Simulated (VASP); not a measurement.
LiReS3: single point with PBE

The system is LiReS3.

```
Li Re S
1.0
     4.21065    0.00000    0.00000
     0.00000    4.21065    0.00000
     0.00000    0.00000    4.21065
Li Re S
1 1 3
Direct
  0.00000 0.00000 0.00000
  0.50000 0.50000 0.50000
  0.50000 0.00000 0.00000
  0.00000 0.50000 0.00000
  0.00000 0.00000 0.50000
```

```json
{"Program": "VASP 6.6.1", "Task": "single point", "Functional": "PBE", "Potentials or basis": "VASP PAW PBE potentials, release 64 (Li_sv, Re, S)", "Cutoff": "1000 eV", "k mesh": "4 × 4 × 4", "Occupations": "gaussian, width 0.1 eV", "Spin": "collinear spin", "Starting moments": "[0.0, 1.0, 0.0, 0.0, 0.0] μB", "Dipole correction": "no", "Second try": "crashed", "Further INCAR settings": "ALGO = All; EDIFF = 1e-06; NBANDS = 26"}
```

```json
{
  "Pressure": "0.1 GPa",
  "Net moment": "0.15 μB per cell",
  "Site moments": "Li +0.00; Re +0.19; S -0.01 μB",
  "Valence electrons inside the program's atomic spheres": "Li 2.25; Re 5.10; S 3.62"
}
```

Levels at points of the mesh, in eV from the Fermi level:
Spin up:
| k point | band 12 | band 13 | band 14 | band 15 | band 16 | band 17 |
| --- | --- | --- | --- | --- | --- | --- |
| (0.00, 0.00, 0.00) | -1.08 | -1.04 | -1.04 | -1.04 | 0.03 | 0.21 |
| (0.50, 0.00, 0.00) | -1.22 | -1.22 | -0.90 | -0.39 | 1.86 | 2.00 |
| (0.50, 0.50, 0.00) | -0.95 | -0.57 | -0.09 | 0.53 | 1.80 | 1.80 |
| (0.50, 0.50, 0.50) | -0.22 | -0.22 | -0.22 | 0.65 | 0.65 | 1.00 |
Spin down:
| k point | band 11 | band 12 | band 13 | band 14 | band 15 | band 16 | band 17 | band 18 |
| --- | --- | --- | --- | --- | --- | --- | --- | --- |
| (0.00, 0.00, 0.00) | -0.99 | -0.99 | -0.90 | -0.90 | -0.90 | 0.10 | 0.20 | 0.20 |
| (0.50, 0.00, 0.00) | -1.90 | -1.18 | -1.18 | -0.76 | -0.28 | 1.91 | 2.08 | 2.08 |
| (0.50, 0.50, 0.00) | -2.75 | -0.89 | -0.47 | 0.06 | 0.52 | 1.90 | 1.90 | 2.11 |
| (0.50, 0.50, 0.50) | -0.16 | -0.08 | -0.08 | -0.08 | 0.65 | 0.65 | 0.97 | 0.97 |

Run time: 5.8 min on 4 MPI ranks on Intel(R) Xeon(R) Platinum 8375C CPU @ 2.90GHz (Ice Lake), on a shared host, peak memory 0.52 GiB a rank.

Caveat: the k points lie up to 0.37 Å⁻¹ apart; spin-orbit coupling is left out, which moves the levels of the heavy elements.
